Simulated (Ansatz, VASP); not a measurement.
# PbS: VASP beside Ansatz

```
CELL_PARAMETERS angstrom
2.07995 -5.99130 0.00000
2.07995 5.99130 0.00000
0.00000 0.00000 4.27932
ATOMIC_POSITIONS crystal
Pb 0.86944 0.13056 0.75000
Pb 0.13056 0.86944 0.25000
S 0.64520 0.35480 0.75000
S 0.35480 0.64520 0.25000
```

Alike in both runs: task relaxation of cell and atoms; functional PBE; dispersion D3(BJ); k mesh 8 × 8 × 6; occupations gaussian, width 0.02 eV; no spin polarisation.

```csv
,VASP,Ansatz
version,VASP 6.6.1,Ansatz 0.2.0
potentials or method,"VASP PAW PBE potentials, release 64 (Pb_d, S), cutoff 600 eV","scalar-relativistic, plane waves, PAW"
valence electrons in the cell,40,40
```

|  | VASP | Ansatz | Ansatz less VASP |
| --- | --- | --- | --- |
| gap on the k mesh at the Fermi level, each at its own relaxed structure (eV) | 1.23 | 1.22 | -0.013 |
| relaxed volume (Å³/atom) | 25.53 | 25.52 | -0.008 |
| relaxed cell length with the largest relative difference (Å) | 6.168 | 6.170 | +0.0015 |

Ansatz's warnings: relaxed geometry near dispersion switch.

Spin-orbit coupling is off throughout.
